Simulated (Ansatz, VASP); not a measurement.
**Lu in VASP and in Ansatz**

```
Lu
1.0
    -1.94267    1.94267    1.94267
     1.94267   -1.94267    1.94267
     1.94267    1.94267   -1.94267
Lu
1
Cartesian
  0.0000 0.0000 0.0000
```

Alike in both runs: functional PBE; k mesh 15 × 15 × 15; occupations fermi-dirac, width 0.05 eV; non-collinear spin, spin-orbit coupling.

Ansatz relaxed the structure, and its values are those at the end. VASP's run is a single point on that final structure, the one shown.

```csv
,VASP,Ansatz
version,VASP 6.6.1,Ansatz 0.2.0
potentials or method,"VASP PAW PBE potentials, release 64 (Lu)","PAW with Ansatz's default frozen-core files, fully relativistic files with spin-orbit coupling"
plane-wave cutoff (eV),520,420
valence electrons in the cell,25,25
```

|  | VASP | Ansatz | Ansatz less VASP |
| --- | --- | --- | --- |
| pressure (GPa) | 0.1 | 0.0 | -0.05 |
